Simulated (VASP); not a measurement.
GaSnH3, 5 atoms in the cell. It takes space group P4/mmm (No. 123, tetragonal). Conventional cell: a = 3.753 Å, b = 3.753 Å, c = 4.249 Å, α = 90.00°, β = 90.00°, γ = 90.00°. Within 2.5 Å of Ga (site symmetry 4/mmm) lie 4 H at 1.88 Å. Sn (site symmetry 4/mmm) has 10 H at 2.12 to 2.83 Å within 2.9 Å. H (site symmetry mmm) has 2 Ga at 1.88 Å and 2 H at 1.88 Å within 2.5 Å. Within 2.5 Å of H (site symmetry 4/mmm) lie 4 H at 1.88 Å and 2 Sn at 2.12 Å. The cell was generated, and may not be a known phase.

```yaml
Program: VASP 6.6.1
Task: relaxation of cell and atoms
Functional: PBE
Potentials_or_basis: VASP PAW PBE potentials, release 64 (Ga_d, Sn_d, H)
Cutoff: 600 eV
k_mesh: 10 × 10 × 10
Occupations: gaussian, width 0.1 eV
Spin: no spin polarisation
Dipole_correction: no
Further_INCAR_settings: ALGO = Fast; EDIFF = 1e-06; IBRION = 2; EDIFFG = -0.01; NSW = 100; ISIF = 3
```

Potentials or basis: VASP PAW PBE potentials, release 64 (Ga_d, Sn_d, H).

The run is started by

```console
$ cat potpaw_PBE.64/Ga_d/POTCAR potpaw_PBE.64/Sn_d/POTCAR potpaw_PBE.64/H/POTCAR > POTCAR
$ mpirun -np 1 vasp_std > vasp.out
```

Hardware: 1 thread of Oxide Virtual Turin-like Processor, on a shared host.

**Question.** Estimate the wall time of this run.

**Answer.** It took 10 min on 1 thread of Oxide Virtual Turin-like Processor, with other jobs on the host, peak memory 0.3 GiB. Counts: scf iterations 53, k points 126, ion steps 7.
